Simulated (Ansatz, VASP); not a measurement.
# Si2B3: VASP beside Ansatz

```
CELL_PARAMETERS angstrom
5.23705 0.00000 0.00000
0.00000 5.23705 0.00000
0.00000 0.00000 3.30771
ATOMIC_POSITIONS crystal
Si 0.79277 0.29277 0.50000
Si 0.20723 0.70723 0.50000
Si 0.29277 0.20723 0.50000
Si 0.70723 0.79277 0.50000
B 0.38492 0.88492 0.00000
B 0.61508 0.11508 0.00000
B 0.11508 0.38492 0.00000
B 0.88492 0.61508 0.00000
B 0.00000 0.00000 0.00000
B 0.50000 0.50000 0.00000
```

Alike in both runs: functional PBE; k mesh 3 × 3 × 5; occupations gaussian, width 0.2 eV; no spin polarisation.

Ansatz relaxed the structure, and its values are those at the end. VASP's run is a single point on that final structure, the one shown.

```csv
,VASP,Ansatz
version,VASP 6.6.1,Ansatz 0.2.0
potentials or method,"VASP PAW PBE potentials, release 64 (Si, B), cutoff 500 eV","scalar-relativistic, plane waves, PAW"
valence electrons in the cell,34,34
```

VASP gave:

```
gap on the k mesh at the Fermi level (eV) : none
pressure (GPa)                            : -0.1
rms of the force components (eV/Å)        : 0.014
```

Problem. What did Ansatz give for the same quantities?

Solution. gap on the k mesh at the Fermi level (eV): none; pressure (GPa): -0.1; rms of the force components (eV/Å): 0.012.

A gap of «none» marks a metal or a gap that the smearing closes.

The k mesh is coarse, so the values compare programs but aren't converged.
